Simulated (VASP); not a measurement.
# Si2F (R-3m) in VASP: notebook

Si2F is run at these levels: PBE; tasks: single point, relaxation of cell and atoms.

Program: VASP 6.6.1. These are calculated values, not measurements. Logs are shortened: lines on timing, memory, paths and dates and some standing lists are left out, and cuts for length are marked.

**1. The cell of the first run**

The structure is trigonal, space group R-3m (No. 166). Conventional cell: a = 2.917 Å, b = 2.917 Å, c = 13.998 Å, α = 90.00°, β = 90.00°, γ = 120.00°. Within 2.7 Å of Si (site symmetry 3m) lie 3 F at 2.07 Å. Within 2.7 Å of F (site symmetry -3m) lie 6 Si at 2.07 Å.

**2. Single point, PBE**

INCAR

```
SYSTEM = Si2F
PREC = Accurate
ENCUT = 520
EDIFF = 1E-6
ISMEAR = 0
SIGMA = 0.1
LREAL = .FALSE.
LASPH = .TRUE.
NELM = 60
ALGO = Normal
ISIF = 2
LWAVE = .FALSE.
LCHARG = .FALSE.
GGA = PE
NBANDS = 14
```

KPOINTS

```
Automatic mesh
0
G
  9 9 9
  0 0 0
```

POSCAR

```
Si2F
1.0
    1.4584188100      0.8420184900      4.6659805800
   -1.4584188100      0.8420184900      4.6659805800
    0.0000000000     -1.6840369800      4.6659805800
Si F
2 1
Direct
    0.7524962700      0.7524962700      0.7524962700
    0.2475037300      0.2475037300      0.2475037300
    0.0000000000      0.0000000000      0.0000000000
```

Potentials or basis: VASP PAW PBE potentials, release 64 (Si, F).

The run is started by

```sh
$ cat potpaw_PBE.64/Si/POTCAR potpaw_PBE.64/F/POTCAR > POTCAR
$ mpirun -np 1 vasp_std > vasp.out
```

OUTCAR:

```text
SYSTEM = Si2F
   PREC = Accurate
   ENCUT = 520
   EDIFF = 1E-6
   ISMEAR = 0
   LREAL = .FALSE.
   LASPH = .TRUE.
   NELM = 60
   ISIF = 2
   GGA = PE

 ion  position               nearest neighbor table
   1  0.752  0.752  0.752-   3 2.07   3 2.07   3 2.07   2 2.82   2 2.82   2 2.82   2 2.93   2 2.93
                             2 2.93
   2  0.248  0.248  0.248-   3 2.07   3 2.07   3 2.07   1 2.82   1 2.82   1 2.82   1 2.93   1 2.93
                             1 2.93
   3  0.000  0.000  0.000-   1 2.07   2 2.07   1 2.07   1 2.07   2 2.07   2 2.07

  LATTYP: Found a trigonal (rhomboedric) cell.
 ALAT       =     4.9605801411
 COS(alpha) =     0.8271260453

  Lattice vectors:

 A1 = (   1.4584188100,   0.8420184900,   4.6659805800)
 A2 = (  -1.4584188100,   0.8420184900,   4.6659805800)
 A3 = (   0.0000000000,  -1.6840369800,   4.6659805800)

Analysis of symmetry for initial positions (statically):
=====================================================================
 Subroutine PRICEL returns:
 Original cell was already a primitive cell.

 Routine SETGRP: Setting up the symmetry group for a
 trigonal (rhombohedral) supercell.

 Subroutine GETGRP returns: Found 12 space group operations
 (whereof 12 operations were pure point group operations)
 out of a pool of 12 trial point group operations.

The static configuration has the point symmetry D_3d.

Analysis of symmetry for dynamics (positions and initial velocities):
=====================================================================
 Subroutine PRICEL returns:
 Original cell was already a primitive cell.

 Routine SETGRP: Setting up the symmetry group for a
 trigonal (rhombohedral) supercell.

 Subroutine GETGRP returns: Found 12 space group operations
 (whereof 12 operations were pure point group operations)
 out of a pool of 12 trial point group operations.

The dynamic configuration has the point symmetry D_3d.

 Subroutine INISYM returns: Found 12 space group operations
 (whereof 12 operations are pure point group operations),
 and found     1 'primitive' translations

----------------------------------------------------------------------------------------

                                     Primitive cell

  volume of cell :      34.3794

  direct lattice vectors                    reciprocal lattice vectors
     1.458418810  0.842018490  4.665980580     0.342837048  0.197937063  0.071439074
    -1.458418810  0.842018490  4.665980580    -0.342837048  0.197937063  0.071439074
     0.000000000 -1.684036980  4.665980580     0.000000000 -0.395874125  0.071439074

  length of vectors
     4.960580141  4.960580141  4.960580140     0.402268398  0.402268398  0.402268399

  position of ions in fractional coordinates (direct lattice)
     0.752496270  0.752496270  0.752496270
     0.247503730  0.247503730  0.247503730
     0.000000000  0.000000000  0.000000000

  ion indices of the primitive-cell ions
   primitive index   ion index
                 1           1
                 2           2
                 3           3

----------------------------------------------------------------------------------------

 KPOINTS: Automatic mesh

Automatic generation of k-mesh.
 Grid dimensions read from file:
 generate k-points for:    9    9    9

 Generating k-lattice:

  Cartesian coordinates                     Fractional coordinates (reciprocal lattice)
     0.038093005  0.021993007  0.007937675     0.111111111  0.000000000  0.000000000
    -0.038093005  0.021993007  0.007937675     0.000000000  0.111111111  0.000000000
     0.000000000 -0.043986014  0.007937675     0.000000000  0.000000000  0.111111111

  Length of vectors
     0.044696489  0.044696489  0.044696489

  Shift w.r.t. Gamma in fractional coordinates (k-lattice)
     0.000000000  0.000000000  0.000000000

 Subroutine IBZKPT returns following result:
 ===========================================

 Found     85 irreducible k-points:

 Following reciprocal coordinates:
            Coordinates               Weight
  0.000000  0.000000  0.000000      1.000000
  0.111111  0.000000  0.000000      6.000000
  0.222222  0.000000  0.000000      6.000000
  0.333333  0.000000 -0.000000      6.000000
  0.444444  0.000000  0.000000      6.000000
  0.111111  0.111111  0.000000      6.000000
[... 16 lines left out ...]
 -0.333333  0.333333  0.000000      6.000000
  0.444444  0.444444  0.000000      6.000000
 [... further k-points ...]
   k-points           NKPTS =     85   k-points in BZ     NKDIM =     85   number of bands    NBANDS=     14
   number of dos      NEDOS =    301   number of ions     NIONS =      3
   total plane-waves  NPLWV =  64000
   dimension x,y,z NGX =    40 NGY =   40 NGZ =   40
   dimension x,y,z NGXF=    80 NGYF=   80 NGZF=   80
   ions per type =               2   1
   NGX,Y,Z   is equivalent  to a cutoff of  13.41, 13.41, 13.41 a.u.
   NGXF,Y,Z  is equivalent  to a cutoff of  26.81, 26.81, 26.81 a.u.
 SYSTEM =  Si2F
   PREC   = accura    normal or accurate (medium, high low for compatibility)
   ISTART =      0    job   : 0-new  1-cont  2-samecut
   ICHARG =      2    charge: 1-file 2-atom 10-const
   ISPIN  =      1    spin polarized calculation?
   LNONCOLLINEAR =      F non collinear calculations
   LSORBIT =      F    spin-orbit coupling
   LASPH  =      T    aspherical Exc in radial PAW
   ENCUT  =  520.0 eV  38.22 Ry    6.18 a.u.   9.22  9.22  9.22*2*pi/ulx,y,z
   NELM   =     60;   NELMIN=  2; NELMDL= -5     # of ELM steps
   EDIFF  = 0.1E-05   stopping-criterion for ELM
   LREAL  =      F    real-space projection
   EDIFFG = 0.1E-04   stopping-criterion for IOM
   NSW    =      0    number of steps for IOM
   IBRION =     -1    ionic relax: 0-MD 1-quasi-New 2-CG
   NFREE  =      0    steps in history (QN), initial steepest desc. (CG)
   ISIF   =      2    stress and relaxation
   ISYM   =      2    0-nonsym 1-usesym 2-fastsym
   POTIM  = 0.5000    time-step for ionic-motion
   TEBEG  =    0.0;   TEEND  =   0.0 temperature during run
   PSTRESS=    0.0 pullay stress
   NELECT =      15.0000    total number of electrons
   NUPDOWN=      -1.0000    fix difference up-down
   EMIN   =  10.00;   EMAX   =-10.00  energy-range for DOS
   EFERMI =   0.00;   METHOD = LEGACY
   ISMEAR =     0;   SIGMA  =   0.10  broadening in eV -4-tet -1-fermi 0-gaus
   EFERMI_NEDOS =   21; number of points for ismear=-14 and -15
   IALGO  =     38    algorithm
   IMIX   =      4    mixing-type and parameters
     AMIX     =   0.40;   BMIX     =  1.00
     AMIX_MAG =   1.60;   BMIX_MAG =  1.00
  volume/ion in A,a.u.               =      11.46        77.33
  Fermi-wavevector in a.u.,A,eV,Ry     =   1.241669  2.346414 20.976678  1.541742
  Thomas-Fermi vector in A             =   2.376057
   LORBIT       =      0    0 simple, 1 ext, 2 COOP (PROOUT), +10 PAW based schemes
   GGA     = PE    functional components
   LHFCALC =     F    Hartree Fock is set to
   AEXX    =    0.0000 exact exchange contribution
   IVDW    =     0    specifies the selected vdW correction
   LEPSILON=     F    determine dielectric tensor
   LRPA    =     F    only Hartree local field effects (RPA)
 non-spin polarized calculation
 Gauss-broadening in eV      SIGMA  =   0.10
  energy-cutoff  :      520.00
  volume of cell :       34.38
 maximum number of plane-waves:       957
 NGX is ok and might be reduce to    40
   NGX = 19   NGY = 19   NGZ = 19

 number of electron      15.0000004 magnetization

 Free energy of the ion-electron system (eV)
  ---------------------------------------------------
  ext. energy  EPLUGINS =         0.00000000
  ---------------------------------------------------
  free energy    TOTEN  =        -9.41402693 eV

  energy without entropy =       -9.40791676  energy(sigma->0) =       -9.41097184

 E-fermi :  10.7029     XC(G=0): -11.5597

 val. band max:       10.7028492982   @ k =   0.4444   0.2222   0.2222
 cond. band min:      10.7177260736   @ k =  -0.2222   0.1111   0.0000
 fundamental gap:      0.0148767753
 Fermi energy:        10.7028730127

 k-point     1 :       0.0000    0.0000    0.0000
  band No.  band energies     occupation
      1     -18.6877      2.00000
      2      -2.1373      2.00000
      3      -1.0357      2.00000
      4       0.8792      2.00000
      5       0.8792      2.00000
      6       6.6992      2.00000
      7       7.8083      2.00000
      8      15.7702      0.00000
      9      15.7702      0.00000
     10      19.0442      0.00000
     11      19.0442      0.00000
     12      19.0882      0.00000
     13      20.0146      0.00000
     14      20.0146      0.00000

 k-point     2 :       0.1111    0.0000    0.0000
  band No.  band energies     occupation
      1     -18.6237      2.00000
      2      -2.0231      2.00000
      3      -1.1264      2.00000
      4       0.7922      2.00000
      5       0.8133      2.00000
      6       7.1243      2.00000
      7       7.9545      2.00000
      8      14.1005      0.00000
      9      15.5755      0.00000
     10      16.8554      0.00000
     11      17.8155      0.00000
     12      18.9783      0.00000
     13      20.0034      0.00000
     14      21.0815      0.00000

 k-point     3 :       0.2222    0.0000    0.0000
  band No.  band energies     occupation
      1     -18.4555      2.00000
      2      -1.8321      2.00000
      3      -1.5360      2.00000
      4       0.5803      2.00000
      5       1.2624      2.00000
      6       7.4138      2.00000
      7       8.8377      2.00000
      8      11.6312      0.00000
      9      14.3162      0.00000
     10      14.8315      0.00000
     11      16.9449      0.00000
     12      17.2279      0.00000
     13      18.9056      0.00000
     14      20.4027      0.00000

 k-point     4 :       0.3333    0.0000   -0.0000
  band No.  band energies     occupation
      1     -18.2554      2.00000
      2      -2.5208      2.00000
      3      -1.0941      2.00000
      4       0.3526      2.00000
      5       2.3388      2.00000
      6       7.2538      2.00000
      7       8.9747      2.00000
      8      10.4479      1.99969
      9      12.4426      0.00000
     10      14.0131      0.00000
     11      14.9556      0.00000
     12      17.1139      0.00000
     13      18.0755      0.00000
     14      20.0136      0.00000

 k-point     5 :       0.4444    0.0000    0.0000
  band No.  band energies     occupation
      1     -18.1189      2.00000
      2      -3.0069      2.00000
      3      -0.6558      2.00000
      4       0.2106      2.00000
      5       3.5115      2.00000
      6       6.4714      2.00000
      7       8.2457      2.00000
      8      10.6637      1.42042
      9      11.2844      0.00000
     10      13.5537      0.00000
     11      14.1868      0.00000
[... 276 lines left out ...]
 k-point    22 :      -0.4444    0.3333   -0.0000
  band No.  band energies     occupation
      1     -18.0599      2.00000
      2      -2.5251      2.00000
      3      -1.0427      2.00000
      4      -0.6136      2.00000
      5       4.8287      2.00000
      6       6.5965      2.00000
      7       8.5825      2.00000
      8       9.5688      2.00000
      9      10.7542      0.46794
     10      12.4248      0.00000
     11      15.4042      0.00000
     12      15.8934      0.00000
     13      17.8075      0.00000
     14      21.0793      0.00000

 k-point    23 :      -0.3333    0.3333    0.0000
  band No.  band energies     occupation
      1     -18.0243      2.00000
      2      -1.9573      2.00000
      3      -1.9305      2.00000
      4      -0.4299      2.00000
      5       5.9041      2.00000
      6       6.4312      2.00000
      7       7.4712      2.00000
      8      10.3112      2.00000
      9      10.3786      2.00000
     10      11.4664      0.00000
     11      14.5233      0.00000
     12      16.3151      0.00000
     13      18.2705      0.00000
     14      21.9813      0.00000

 k-point    24 :       0.4444    0.4444    0.0000
  band No.  band energies     occupation
      1     -18.1174      2.00000
      2      -2.9827      2.00000
      3      -0.8470      2.00000
      4       0.1991      2.00000
      5       4.2512      2.00000
      6       5.9351      2.00000
      7       7.3658      2.00000
      8      10.3871      1.99999
      9      13.3678      0.00000
     10      14.2908      0.00000
     11      15.5352      0.00000
     12      16.2391      0.00000
     13      16.5360      0.00000
     14      19.3533      0.00000

 [... further k-points ...]

------------------------ aborting loop because EDIFF is reached ----------------------------------------

  FORCE on cell =-STRESS in cart. coord.  units (eV):
  Direction    XX          YY          ZZ          XY          YZ          ZX
  --------------------------------------------------------------------------------------
  -------------------------------------------------------------------------------------
  Total        9.8181113      9.8181112     13.0309344      0.0000000      0.0000000      0.0000000
  in kB      457.5520137    457.5520109    607.2787397      0.0000000      0.0000000      0.0000000
  external PRESSURE =     507.4609214 kB  Pullay stress =       0.0000000 kB

 VOLUME and BASIS-vectors are now :
 -----------------------------------------------------------------------------
  energy-cutoff  :      520.00
  volume of cell :       34.38
      direct lattice vectors                 reciprocal lattice vectors
     1.458418810  0.842018490  4.665980580     0.342837048  0.197937063  0.071439074
    -1.458418810  0.842018490  4.665980580    -0.342837048  0.197937063  0.071439074
     0.000000000 -1.684036980  4.665980580     0.000000000 -0.395874125  0.071439074

 POSITION                                       TOTAL-FORCE (eV/Angst)
 -----------------------------------------------------------------------------------
      0.00000      0.00000     10.53340         0.000000      0.000000      5.398241
      0.00000      0.00000      3.46454         0.000000      0.000000     -5.398241
      0.00000      0.00000      0.00000         0.000000     -0.000000      0.000000
 -----------------------------------------------------------------------------------
    total drift:                               -0.000000     -0.000000     -0.000000

  FREE ENERGIE OF THE ION-ELECTRON SYSTEM (eV)
  ---------------------------------------------------
  free  energy   TOTEN  =        -9.4140269265 eV

  energy  without entropy=       -9.4079167633  energy(sigma->0) =       -9.41097184
```

It took 79 s on 1 thread of Intel Xeon Platinum 8488C (Sapphire Rapids), shared host; peak memory 0.24 GiB.

Results:

| Property | Result |
| --- | --- |
| Free energy | -9.4140 eV |
| Pressure | 50.7 GPa |
| Largest force | 5.398 eV/Å |
| Band gap on the k mesh | zero (an odd number of electrons rules out a gap without spin polarisation) |

Forces in eV/Å, atoms in the order of the input:
```
Si   0.000  0.000  5.398
Si   0.000  0.000 -5.398
F    0.000  0.000  0.000
```

Stress tensor (GPa, compression positive):
```
45.76  0.00  0.00
 0.00 45.76  0.00
 0.00  0.00 60.73
```

Caveat: the stress differs along the axes, from 46 to 61 GPa; an odd number of electrons without spin polarisation forces a metal; a magnetic or distorted state may lie lower.

**3. Single point, PBE**

This run uses another cell than the first one, of 12.97 Å³/atom.

INCAR

```
PREC = Accurate
ENCUT = 520
EDIFF = 1E-6
ISMEAR = 0
SIGMA = 0.1
LREAL = False
LASPH = True
NELM = 100
ALGO = Normal
ISIF = 2
LWAVE = False
LCHARG = False
GGA = PE
NBANDS = 14
```

KPOINTS

```
Automatic mesh
0
Gamma
  9 9 9
```

POSCAR

```
Si2F
1.0
    1.3460937380      0.7771675820      6.1976284166
   -1.3460937380      0.7771675820      6.1976284166
    0.0000000000     -1.5543351640      6.1976284166
Si F
2 1
Direct
    0.7711472911      0.7711472911      0.7711472911
    0.2288527089      0.2288527089      0.2288527089
    0.0000000000      0.0000000000      0.0000000000
```

Potentials or basis: VASP PAW PBE potentials, release 64 (Si, F).

The run is started by

```sh
$ cat potpaw_PBE.64/Si/POTCAR potpaw_PBE.64/F/POTCAR > POTCAR
$ mpirun -np 1 vasp_std > vasp.out
```

Wall time 2.3 min (1 thread of Intel Xeon Platinum 8488C (Sapphire Rapids), shared host); peak memory 0.29 GiB.

The run converged. Its results:

| Item | Value |
| --- | --- |
| Free energy | -13.4693 eV |
| Pressure | -0.1 GPa |
| Band gap on the k mesh | zero (an odd number of electrons rules out a gap without spin polarisation) |

Stress tensor (GPa, compression positive):
```
-0.07  0.00  0.00
 0.00 -0.07  0.00
 0.00  0.00 -0.20
```

Levels at points of the mesh, in eV from the Fermi level:
| k point | band 5 | band 6 | band 7 | band 8 | band 9 | band 10 |
| --- | --- | --- | --- | --- | --- | --- |
| (0.00, 0.00, 0.00) | -3.21 | -3.21 | -3.10 | 5.62 | 8.77 | 9.97 |

Caveat: an odd number of electrons without spin polarisation forces a metal; a magnetic or distorted state may lie lower.

(Continued in part 2 of 2.)

The gap in the log of VASP goes by the Fermi energy; the results here count the filled bands.